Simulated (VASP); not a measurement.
Input of a VASP 6.6.1 run:

File INCAR:

```
PREC     = Accurate       # precision mode
ENCUT    = 600            # plane-wave cutoff, eV
EDIFF    = 1E-7           # SCF threshold, eV
ISMEAR   = 0              # smearing method
SIGMA    = 0.1            # smearing width, eV
LREAL    = F              # projectors in reciprocal space
LASPH    = T              # aspherical terms in the spheres
NELM     = 80             # most SCF steps
ALGO     = Normal         # electronic algorithm
ISIF     = 3              # what is computed and relaxed
LWAVE    = F              # write WAVECAR
LCHARG   = F              # write CHGCAR
GGA      = PE             # functional
IBRION   = 2              # ionic algorithm
NSW      = 90             # ionic steps
EDIFFG   = -0.04          # ionic threshold
```

The input KPOINTS:

```
Automatic mesh
0
Gamma
  3 3 6
```

POSCAR

```
Ca3Sn2N
1.0
    6.5535083300      0.0000000000      0.0000000000
   -3.2767541700      5.6755047000      0.0000000000
    0.0000000000      0.0000000000      3.5975593200
Ca Sn N
3 2 1
Direct
    0.5000000000      0.0000000000      0.5000000000
    0.5000000000      0.5000000000      0.5000000000
    0.0000000000      0.5000000000      0.5000000000
    0.3333333300      0.6666666700      0.0000000000
    0.6666666700      0.3333333300      0.0000000000
    0.0000000000      0.0000000000      0.0000000000
```

Potentials or basis: VASP PAW PBE potentials, release 64 (Ca_sv, Sn_d, N).

Command:

```console
$ cat potpaw_PBE.64/Ca_sv/POTCAR potpaw_PBE.64/Sn_d/POTCAR potpaw_PBE.64/N/POTCAR > POTCAR
$ mpirun -np 1 vasp_std > vasp.out
```

(1) Estimate the relaxed volume.

(2) Predict the relaxed cell.

(3) What does it give for the space group after relaxing (to 0.05 Å)?

Results:

(1) 33.51 Å³/atom.

(2) a = 6.926 Å, b = 6.926 Å, c = 4.840 Å, α = 90.00°, β = 90.00°, γ = 120.00°.

(3) P6/mmm (No. 191).

Caveat: the k points lie up to 0.35 Å⁻¹ apart in the final cell; the volume moved by over 15 % at a fixed basis, so the end points are rough.
